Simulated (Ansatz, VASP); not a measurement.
**CaI4: VASP beside Ansatz**

```
CELL_PARAMETERS angstrom
5.09120 0.00000 0.00000
0.00000 5.09120 0.00000
0.00000 0.00000 9.18060
ATOMIC_POSITIONS crystal
Ca 0.00000 0.00000 0.00000
I 0.50000 0.00000 0.22557
I 0.00000 0.50000 0.77443
I 0.50000 0.00000 0.77443
I 0.00000 0.50000 0.22557
```

Change from the starting cell: ordered vacancies on the cation sites of fluorite (P4/mmm, No. 123).

Alike in both runs: functional PBE; k mesh 8 × 8 × 6; occupations gaussian, width 0.1 eV; no spin polarisation.

Ansatz relaxed the structure, and its values are those at the end. VASP's run is a single point on that final structure, the one shown.

```csv
,VASP,Ansatz
version,VASP 6.6.1,Ansatz 0.2.0
potentials or method,"VASP PAW PBE potentials, release 64 (Ca_sv, I), cutoff 520 eV","scalar-relativistic, plane waves, PAW"
valence electrons in the cell,38,78
```

```tsv
	VASP	Ansatz	Ansatz less VASP
gap on the k mesh at the Fermi level (eV)	none	none	-
pressure (GPa)	0.0	0.0	-0.02
```

A gap of «none» marks a metal or a gap that the smearing closes. VASP's potentials hold 38 valence electrons a cell and Ansatz's 78, so a difference there can come from the potentials and not from the codes.

Spin-orbit coupling is off throughout.
